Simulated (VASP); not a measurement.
# Al2O3 (R-3c) in VASP: notebook

Runs on Al2O3. Level: PBE. Tasks: single point, relaxation of cell and atoms.

All numbers are computed with VASP 6.6.1; they aren't measurements. Logs are shortened: lines on timing, memory, paths and dates and some standing lists are left out, and cuts for length are marked.

**Measured values to compare with.**

From “Multi-petahertz electron interference in Cr:Al2O3 solid-state material”, 2018, pmc:5906618, for a bulk crystal of Al2O3: band gap 8.7 eV (optical).

How close the calculation comes is told below.

## (1) The cell of the first run

Symmetry: R-3c, No. 167, trigonal system. Conventional cell: a = 4.809 Å, b = 4.809 Å, c = 13.123 Å, α = 90.00°, β = 90.00°, γ = 120.00°. Al (site symmetry 3) has 6 O at 1.87 to 1.99 Å within 2.5 Å. O (site symmetry 2) has 4 Al at 1.87 to 1.99 Å and 12 O at 2.55 to 2.90 Å within 2.9 Å.

## (2) Single point, PBE

INCAR reads:

```
ALGO = Normal ; EDIFF = 1E-6
ENCUT = 520 ; GGA = PE
ISIF = 2 ; ISMEAR = 0
LASPH = T ; LCHARG = T
LELF = T ; LREAL = F
LVHAR = T ; LWAVE = F
NBANDS = 35 ; NELM = 80
PREC = Accurate ; SIGMA = 0.02
```

KPOINTS reads:

```
k-points
0
Gamma
  6 6 6
```

POSCAR reads:

```
Al2O3
1.0
    2.4043549683      1.3881549882      4.3744981998
   -2.4043549683      1.3881549882      4.3744981998
    0.0000000000     -2.7763099764      4.3744981998
Al O
4 6
Direct
    0.3521453900      0.3521453900      0.3521453900
    0.1478546100      0.1478546100      0.1478546100
    0.6478546100      0.6478546100      0.6478546100
    0.8521453900      0.8521453900      0.8521453900
    0.5561715413      0.9438284587      0.2500000000
    0.2500000000      0.5561715413      0.9438284587
    0.9438284587      0.2500000000      0.5561715413
    0.4438284587      0.0561715413      0.7500000000
    0.7500000000      0.4438284587      0.0561715413
    0.0561715413      0.7500000000      0.4438284587
```

Potentials or basis: VASP PAW PBE potentials, release 64 (Al, O).

On the command line:

```bash
$ cat potpaw_PBE.64/Al/POTCAR potpaw_PBE.64/O/POTCAR > POTCAR
$ mpirun -np 1 vasp_std > vasp.out
```

OUTCAR:

```text
EDIFF = 1E-6
   ENCUT = 520
   GGA = PE
   ISIF = 2
   ISMEAR = 0
   LASPH = T
   LREAL = F
   NELM = 80
   PREC = Accurate

 ion  position               nearest neighbor table
   1  0.352  0.352  0.352-  10 1.87   8 1.87   9 1.87   5 1.99   6 1.99   7 1.99   2 2.68   3 2.82
                             3 2.82   3 2.82   2 3.25   2 3.25   2 3.25
   2  0.148  0.148  0.148-   9 1.87   8 1.87  10 1.87   5 1.99   7 1.99   6 1.99   1 2.68   4 2.82
                             4 2.82   4 2.82   1 3.25   1 3.25   1 3.25
   3  0.648  0.648  0.648-   7 1.87   5 1.87   6 1.87   8 1.99   9 1.99  10 1.99   4 2.68   1 2.82
                             1 2.82   1 2.82   4 3.25   4 3.25   4 3.25
   4  0.852  0.852  0.852-   6 1.87   5 1.87   7 1.87   8 1.99  10 1.99   9 1.99   3 2.68   2 2.82
                             2 2.82   2 2.82   3 3.25   3 3.25   3 3.25
   5  0.556  0.944  0.250-   3 1.87   4 1.87   1 1.99   2 1.99
   6  0.250  0.556  0.944-   4 1.87   3 1.87   1 1.99   2 1.99
   7  0.944  0.250  0.556-   3 1.87   4 1.87   2 1.99   1 1.99
   8  0.444  0.056  0.750-   1 1.87   2 1.87   3 1.99   4 1.99
   9  0.750  0.444  0.056-   2 1.87   1 1.87   3 1.99   4 1.99
  10  0.056  0.750  0.444-   1 1.87   2 1.87   4 1.99   3 1.99

  LATTYP: Found a trigonal (rhomboedric) cell.
 ALAT       =     5.1811322686
 COS(alpha) =     0.5692970886

  Lattice vectors:

 A1 = (   2.4043549683,   1.3881549882,   4.3744981998)
 A2 = (  -2.4043549683,   1.3881549882,   4.3744981998)
 A3 = (   0.0000000000,  -2.7763099764,   4.3744981998)

Analysis of symmetry for initial positions (statically):
=====================================================================
 Subroutine PRICEL returns:
 Original cell was already a primitive cell.

 Routine SETGRP: Setting up the symmetry group for a
 trigonal (rhombohedral) supercell.

 Subroutine GETGRP returns: Found 12 space group operations
 (whereof  6 operations were pure point group operations)
 out of a pool of 12 trial point group operations.

The static configuration has the point symmetry S_6 .
 The point group associated with its full space group is D_3d.

Analysis of symmetry for dynamics (positions and initial velocities):
=====================================================================
 Subroutine PRICEL returns:
 Original cell was already a primitive cell.

 Routine SETGRP: Setting up the symmetry group for a
 trigonal (rhombohedral) supercell.

[... 123 lines left out ...]
   EDIFFG = 0.1E-04   stopping-criterion for IOM
   NSW    =      0    number of steps for IOM
   IBRION =     -1    ionic relax: 0-MD 1-quasi-New 2-CG
   NFREE  =      0    steps in history (QN), initial steepest desc. (CG)
   ISIF   =      2    stress and relaxation
   ISYM   =      2    0-nonsym 1-usesym 2-fastsym
   POTIM  = 0.5000    time-step for ionic-motion
   TEBEG  =    0.0;   TEEND  =   0.0 temperature during run
   PSTRESS=    0.0 pullay stress
   NELECT =      48.0000    total number of electrons
   NUPDOWN=      -1.0000    fix difference up-down
   EMIN   =  10.00;   EMAX   =-10.00  energy-range for DOS
   EFERMI =   0.00;   METHOD = LEGACY
   ISMEAR =     0;   SIGMA  =   0.02  broadening in eV -4-tet -1-fermi 0-gaus
   EFERMI_NEDOS =   21; number of points for ismear=-14 and -15
   IALGO  =     38    algorithm
   IMIX   =      4    mixing-type and parameters
     AMIX     =   0.40;   BMIX     =  1.00
     AMIX_MAG =   1.60;   BMIX_MAG =  1.00
  volume/ion in A,a.u.               =       8.76        59.12
  Fermi-wavevector in a.u.,A,eV,Ry     =   1.339625  2.531524 24.416948  1.794595
  Thomas-Fermi vector in A             =   2.468002
   LORBIT       =      0    0 simple, 1 ext, 2 COOP (PROOUT), +10 PAW based schemes
   GGA     = PE    functional components
   LHFCALC =     F    Hartree Fock is set to
   AEXX    =    0.0000 exact exchange contribution
   IVDW    =     0    specifies the selected vdW correction
   LEPSILON=     F    determine dielectric tensor
   LRPA    =     F    only Hartree local field effects (RPA)
 non-spin polarized calculation
 Gauss-broadening in eV      SIGMA  =   0.02
  energy-cutoff  :      520.00
  volume of cell :       87.60
 maximum number of plane-waves:      2371
 NGX is ok and might be reduce to    40
   NGX = 19   NGY = 19   NGZ = 19

 number of electron      48.0000008 magnetization

 Free energy of the ion-electron system (eV)
  ---------------------------------------------------
  ext. energy  EPLUGINS =         0.00000000
  ---------------------------------------------------
  free energy    TOTEN  =       -74.81221780 eV

  energy without entropy =      -74.81221780  energy(sigma->0) =      -74.81221780

 E-fermi :   5.9403     XC(G=0): -11.5381

 val. band max:        5.7998916697   @ k =   0.0000   0.0000   0.0000
 cond. band min:      11.6469758814   @ k =   0.0000   0.0000   0.0000
 fundamental gap:      5.8470842117
 Fermi energy:         5.9403131278

 k-point     1 :       0.0000    0.0000    0.0000
  band No.  band energies     occupation
      1     -13.2135      2.00000
      2     -10.9929      2.00000
      3     -10.7300      2.00000
      4     -10.7300      2.00000
      5     -10.4234      2.00000
      6     -10.4234      2.00000
[... 901 lines left out ...]
     34      19.0022      0.00000
     35      19.1075      0.00000

 [... further k-points ...]
[... 5 lines left out ...]
  --------------------------------------------------------------------------------------
  -------------------------------------------------------------------------------------
  Total       -0.0701768     -0.0701768     -0.0877776     -0.0000000      0.0000000      0.0000000
  in kB       -1.2834776     -1.2834776     -1.6053808     -0.0000000      0.0000000      0.0000000
  external PRESSURE =      -1.3907787 kB  Pullay stress =       0.0000000 kB

 VOLUME and BASIS-vectors are now :
 -----------------------------------------------------------------------------
  energy-cutoff  :      520.00
  volume of cell :       87.60
      direct lattice vectors                 reciprocal lattice vectors
     2.404354968  1.388154988  4.374498200     0.207955983  0.120063443  0.076199216
    -2.404354968  1.388154988  4.374498200    -0.207955983  0.120063443  0.076199216
     0.000000000 -2.776309976  4.374498200     0.000000000 -0.240126885  0.076199216

 POSITION                                       TOTAL-FORCE (eV/Angst)
 -----------------------------------------------------------------------------------
      0.00000      0.00000      4.62138        -0.000000      0.000000      0.004277
      0.00000      0.00000      1.94037        -0.000000      0.000000     -0.004277
      0.00000      0.00000      8.50212        -0.000000     -0.000000     -0.004277
      0.00000      0.00000     11.18313        -0.000000     -0.000000      0.004277
     -0.93206      1.38815      7.65537        -0.000102     -0.000000      0.000000
     -0.73615     -1.50127      7.65537         0.000051     -0.000088      0.000000
      1.66821      0.11311      7.65537         0.000051      0.000088      0.000000
      0.93206     -1.38815      5.46812         0.000102     -0.000000      0.000000
      0.73615      1.50127      5.46812        -0.000051      0.000088      0.000000
     -1.66821     -0.11311      5.46812        -0.000051     -0.000088      0.000000
 -----------------------------------------------------------------------------------
    total drift:                                0.000000     -0.000000     -0.000000

  FREE ENERGIE OF THE ION-ELECTRON SYSTEM (eV)
  ---------------------------------------------------
  free  energy   TOTEN  =       -74.8122177993 eV

  energy  without entropy=      -74.8122177993  energy(sigma->0) =      -74.81221780
```

Wall time 50 s (1 thread of Intel Xeon 6975P-C (Granite Rapids), shared host); peak memory 0.26 GiB.

What came out:

* Free energy: -74.8122 eV
* Pressure: -0.1 GPa
* Largest force: 0.004 eV/Å
* Band gap on the k mesh: 5.85 eV

Forces on the atoms (eV/Å):
```
Al   0.000  0.000  0.004
Al   0.000  0.000 -0.004
Al   0.000  0.000 -0.004
Al   0.000  0.000  0.004
O    0.000  0.000  0.000
O    0.000  0.000  0.000
O    0.000  0.000  0.000
O    0.000  0.000  0.000
O    0.000  0.000  0.000
O    0.000  0.000  0.000
```

## (3) Relaxation of cell and atoms, PBE

This run uses another cell than the first one, of 8.50 Å³/atom.

INCAR reads:

```
SYSTEM = Al2O3
PREC = Accurate
ENCUT = 600
EDIFF = 1E-6
ISMEAR = 0
SIGMA = 0.02
LREAL = .False.
LASPH = .True.
NELM = 100
ALGO = Normal
ISIF = 3
LWAVE = .False.
LCHARG = .False.
GGA = PE
IBRION = 2
NSW = 100
EDIFFG = -0.01
```

KPOINTS reads:

```
Automatic mesh
0
Gamma
  6 6 6
  0 0 0
```

POSCAR reads:

```
Al2O3
1.0
    2.3802500000      1.3742379782      4.3318666667
   -2.3802500000      1.3742379782      4.3318666667
    0.0000000000     -2.7484759565      4.3318666667
Al O
4 6
Direct
    0.3521600000      0.3521600000      0.3521600000
    0.1478400000      0.1478400000      0.1478400000
    0.6478400000      0.6478400000      0.6478400000
    0.8521600000      0.8521600000      0.8521600000
    0.5566800000      0.9433200000      0.2500000000
    0.2500000000      0.5566800000      0.9433200000
    0.9433200000      0.2500000000      0.5566800000
    0.4433200000      0.0566800000      0.7500000000
    0.7500000000      0.4433200000      0.0566800000
    0.0566800000      0.7500000000      0.4433200000
```

Potentials or basis: VASP PAW PBE potentials, release 64 (Al, O).

On the command line:

```bash
$ cat potpaw_PBE.64/Al/POTCAR potpaw_PBE.64/O/POTCAR > POTCAR
$ mpirun -np 1 vasp_std > vasp.out
```

It took 2.3 min on 1 thread of Intel Xeon 6975P-C (Granite Rapids), shared host; peak memory 0.3 GiB.

Results (log left out):

| Quantity | Value |
| --- | --- |
| Free energy | -74.8240 eV |
| Relaxed volume | 8.74 Å³/atom |
| Relaxed cell | a = 5.177 Å, b = 5.177 Å, c = 5.177 Å, α = 55.30°, β = 55.30°, γ = 55.30° |
| Space group after relaxing (to 0.1 Å) | R-3c (No. 167) |
| Energy gained by relaxing | 5.1 meV/atom |
| Ionic steps | 5 |
| Pressure after relaxing | 0.1 GPa |
| Largest force after relaxing | 0.003 eV/Å |
| Band gap on the k mesh | 5.88 eV |

Forces on the atoms (eV/Å):
```
Al   0.000  0.000  0.003
Al   0.000  0.000 -0.003
Al   0.000  0.000 -0.003
Al   0.000  0.000  0.003
O   -0.002  0.000  0.000
O    0.001 -0.002  0.000
O    0.001  0.002  0.000
O    0.002  0.000  0.000
O   -0.001  0.002  0.000
O   -0.001 -0.002  0.000
```

The path:
| step | energy change (eV) | largest force (eV/Å) | pressure (GPa) | volume (Å³) |
| --- | --- | --- | --- | --- |
| 1 | 0.0000 | 0.0276 | 6.85 | 85.02 |
| 2 | -0.0141 | 0.0476 | -5.32 | 89.57 |
| 3 | -0.0505 | 0.0372 | -0.02 | 87.44 |
| 4 | -0.0505 | 0.0370 | 0.11 | 87.39 |
| 5 | -0.0507 | 0.0032 | 0.11 | 87.40 |

Final structure:
```
CELL_PARAMETERS angstrom
2.40243 1.38704 4.37125
-2.40243 1.38704 4.37125
0.00000 -2.77409 4.37125
ATOMIC_POSITIONS crystal
Al 0.35214 0.35214 0.35214
Al 0.14786 0.14786 0.14786
Al 0.64786 0.64786 0.64786
Al 0.85214 0.85214 0.85214
O 0.55620 0.94380 0.25000
O 0.25000 0.55620 0.94380
O 0.94380 0.25000 0.55620
O 0.44380 0.05620 0.75000
O 0.75000 0.44380 0.05620
O 0.05620 0.75000 0.44380
```

Levels at points of the mesh, in eV from the valence-band top:
```csv
k point,band 22,band 23,band 24,band 25,band 26,band 27
"(0.00, 0.00, 0.00)",-0.03,-0.03,0.00,5.88,8.92,10.39
"(0.50, 0.00, 0.00)",-0.86,-0.25,-0.25,9.16,9.16,9.37
"(0.50, 0.50, 0.00)",-0.87,-0.70,-0.23,9.38,9.50,9.64
"(0.50, 0.50, 0.50)",-0.35,-0.35,-0.35,8.38,8.38,10.86
```

A hybrid or GW would open this gap; PBE tends to underestimate it. PBE usually gives volumes a little too large and moduli too small.

## (4) Comparison with measurements

Step 2. Measured gap of Al2O3: 8.7 eV (optical; quoted in “Multi-petahertz electron interference in Cr:Al2O3 solid-state material”, 2018, pmc:5906618). This calculation gives 5.85 eV (-2.85 eV). The value is that of PBE, without temperature or zero-point motion. Semilocal functionals fall short of measured gaps as a rule.
